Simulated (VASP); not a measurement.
## B: single point with PBEsol

B:

```
B
1.0
     1.73233    0.00000    0.00000
    -0.86617    1.50025    0.00000
     0.00000    0.00000   14.52572
B
4
Direct
  0.00000 0.00000 0.00000
  0.00000 0.00000 0.50000
  0.33333 0.66667 0.25000
  0.66667 0.33333 0.75000
```

This cell differs from its parent crystal: volume scaled by 1.04.

```
Program             : VASP 6.6.1
Task                : single point
Functional          : PBEsol
Potentials or basis : VASP PAW PBE potentials, release 64 (B)
Cutoff              : 520 eV
k mesh              : 23 × 23 × 3
Occupations         : fermi-dirac, width 0.1 eV
Spin                : no spin polarisation
```

The pressure is -7.8 GPa and the band gap on the k mesh is zero (band 6 reaches 8.10 eV, above the bottom of band 7 at -2.53 eV).

Stress tensor (GPa, compression positive):
```
-11.28   0.00   0.00
  0.00 -11.28   0.00
  0.00   0.00  -0.83
```

Levels at points of the mesh, in eV from the Fermi level:
```tsv
k point	band 4	band 5	band 6	band 7	band 8	band 9	band 10	band 11
(0.00, 0.00, 0.00)	-16.66	-8.53	-7.63	-7.63	-6.52	2.24	4.88	4.88
```

Run time: 34 s on 1 thread of AMD EPYC 7R13 Processor (Zen 3) (shared host), peak memory 0.14 GiB.

Caveat: the PAW data sets were made with another functional, which shifts forces and pressure a little; this functional lacks dispersion, which binds the layers, so the pressure and a relaxed spacing across them are unreliable.
